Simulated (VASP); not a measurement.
Set up this calculation in VASP 6.6.1, as the native input.

| Item | Value |
| --- | --- |
| Task | single point |
| Functional | r2SCAN |
| Potentials or basis | VASP PAW PBE potentials, release 64 (B_h, N_h) |
| Cutoff | 1460 eV |
| k mesh | 12 × 12 × 12 |
| Occupations | gaussian, width 0.01 eV |
| Spin | no spin polarisation |
| Dipole correction | no |
| Further INCAR settings | ALGO = Normal; EDIFF = 1e-06; NBANDS = 11 |

Crystal: BN.

```
B N
1.0
     0.00000    1.80482    1.80482
     1.80482    0.00000    1.80482
     1.80482    1.80482    0.00000
B N
1 1
Cartesian
  0.0000 0.0000 0.0000
  0.9024 0.9024 0.9024
```

One way to write it, as run:

POSCAR

```
BN
1.0
    0.0000000000      1.8048245542      1.8048245542
    1.8048245542      0.0000000000      1.8048245542
    1.8048245542      1.8048245542      0.0000000000
B N
1 1
Direct
    0.0000000000      0.0000000000      0.0000000000
    0.2500000000      0.2500000000      0.2500000000
```

INCAR.step1

```
SYSTEM = BN
PREC     = Accurate       ! precision mode
ENCUT    = 1460           ! plane-wave cutoff, eV
ISMEAR   = 0              ! smearing method
SIGMA    = 0.01           ! smearing width, eV
LREAL    = .False.        ! projectors in reciprocal space
LASPH    = .True.         ! aspherical terms in the spheres
NELM     = 120            ! most SCF steps
NBANDS   = 11             ! bands
GGA      = PE             ! functional
ALGO     = Normal         ! electronic algorithm
EDIFF    = 1E-5           ! SCF threshold, eV
LWAVE    = .True.         ! write WAVECAR
LCHARG   = .False.        ! write CHGCAR
GGA_COMPAT= .False.
```

INCAR.step2

```
SYSTEM = BN
PREC     = Accurate       ! precision mode
ENCUT    = 1460           ! plane-wave cutoff, eV
EDIFF    = 1E-6           ! SCF threshold, eV
ISMEAR   = 0              ! smearing method
SIGMA    = 0.01           ! smearing width, eV
LREAL    = .False.        ! projectors in reciprocal space
LASPH    = .True.         ! aspherical terms in the spheres
NELM     = 120            ! most SCF steps
ALGO     = Normal         ! electronic algorithm
ISIF     = 2              ! what is computed and relaxed
LWAVE    = .False.        ! write WAVECAR
LCHARG   = .True.         ! write CHGCAR
METAGGA  = R2SCAN         ! meta-GGA
LMIXTAU  = .True.       
LELF     = .True.         ! ELF
LVHAR    = .True.       
NBANDS   = 11             ! bands
ISTART   = 1            
GGA_COMPAT= .False.
```

KPOINTS

```
Automatic mesh
0
Gamma
  12 12 12
  0 0 0
```

Potentials or basis: VASP PAW PBE potentials, release 64 (B_h, N_h).

Launch:

```sh
$ cat potpaw_PBE.64/B_h/POTCAR potpaw_PBE.64/N_h/POTCAR > POTCAR
$ cp INCAR.step1 INCAR
$ mpirun -np 1 vasp_std > vasp.out
$ cp INCAR.step2 INCAR
$ mpirun -np 1 vasp_std > vasp.out
```

Results of the run:

```
Pressure               : -0.4 GPa
Band gap on the k mesh : 5.00 eV (least direct gap 9.57 eV)
```

Caveat: the PAW data sets were made with another functional, which shifts forces and pressure a little.

It took 72 s on 1 thread of Intel(R) Xeon(R) Platinum 8259CL CPU @ 2.50GHz (Skylake/Cascade Lake), on a shared host, peak memory 0.2 GiB.
